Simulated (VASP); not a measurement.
# Ti: single point with r2SCAN+D4

Ti:

```xyz
2
Lattice="3.0079 0.0000 0.0000 -1.5039 2.6049 0.0000 0.0000 0.0000 4.7718" Properties=species:S:1:pos:R:3 pbc="T T T"
Ti    1.5039    0.8683    3.5788
Ti    0.0000    1.7366    1.1929
```

* Program: VASP 6.6.1
* Task: single point
* Functional: r2SCAN
* Dispersion: D4
* Potentials or basis: VASP PAW PBE potentials, release 64 (Ti_sv)
* Cutoff: 520 eV
* k mesh: 10 × 10 × 6
* Occupations: fermi-dirac, width 0.05 eV
* Spin: no spin polarisation

| Quantity | Value |
| --- | --- |
| Pressure | -8.1 GPa |
| Band gap on the k mesh | zero (band 12 reaches 8.45 eV, above the bottom of band 13 at 7.27 eV) |
| Dispersion energy per atom | -0.063 eV |

Stress tensor (GPa, compression positive):
```
-7.94  0.00  0.00
 0.00 -7.94  0.00
 0.00  0.00 -8.28
```

Levels at points of the mesh, in eV from the Fermi level:
```tsv
k point	band 9	band 10	band 11	band 12	band 13	band 14	band 15	band 16
(0.00, 0.00, 0.00)	-6.44	-2.68	0.37	0.82	0.82	0.90	1.29	1.29
(0.50, 0.00, 0.00)	-2.42	-2.07	-1.74	-0.89	0.61	0.63	1.15	3.23
(0.00, 0.00, 0.50)	-4.60	-4.60	0.06	0.06	0.75	0.75	0.75	0.75
(0.50, 0.00, 0.50)	-2.48	-2.48	-0.79	-0.79	1.07	1.07	1.77	1.77
```

Run time: 70 s on 1 thread of Intel(R) Xeon(R) 6975P-C (Granite Rapids) (shared host), peak memory 0.17 GiB.

Caveat: the PAW data sets were made with another functional, which shifts forces and pressure a little; pairwise dispersion overbinds metals, which lowers pressure and volume.
